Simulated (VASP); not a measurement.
Runs of VASP 6.6.1 on TiB2. The structure is that of space group P6/mmm (No. 191), or close to it. The cells are those of the table. 

```tsv
task	cell	k mesh	cutoff (eV)	gap on the mesh (eV)	pressure (GPa)
relaxation of shape and atoms at fixed volume	relaxed from a = 2.994, b = 2.994, c = 3.190 Å, angles 90.0, 90.0, 120.0°, 3 atoms	15 × 15 × 14	600	none	9.3
single point	a = 3.051, b = 3.051, c = 3.263 Å, angles 90.0, 90.0, 120.0°, 3 atoms	15 × 15 × 14	520	none	-6.4
single point	a = 3.076, b = 3.076, c = 3.304 Å, angles 90.0, 90.0, 120.0°, 3 atoms	15 × 15 × 14	520	none	-12.7
single point	a = 2.999, b = 2.999, c = 3.180 Å, angles 90.0, 90.0, 120.0°, 3 atoms	15 × 15 × 14	520	none	(a)
single point	a = 3.029, b = 3.029, c = 3.228 Å, angles 90.0, 90.0, 120.0°, 3 atoms	6 × 6 × 6	520	none	-0.1
```

Alike in all rows: level r2SCAN; potentials or basis VASP PAW PBE potentials, release 64 (Ti_sv, B); no spin polarisation; smearing gaussian 0.1 eV.

Question: Estimate the missing entries.

Answer: (a) 9.2.

Caveats: some runs use coarse meshes; the PAW data sets were made with another functional, which shifts forces and pressure a little; the cell stands under tension (at least some runs); the cell stands under pressure (at least some runs).

A gap of «none» marks levels without a gap at the run's occupations.
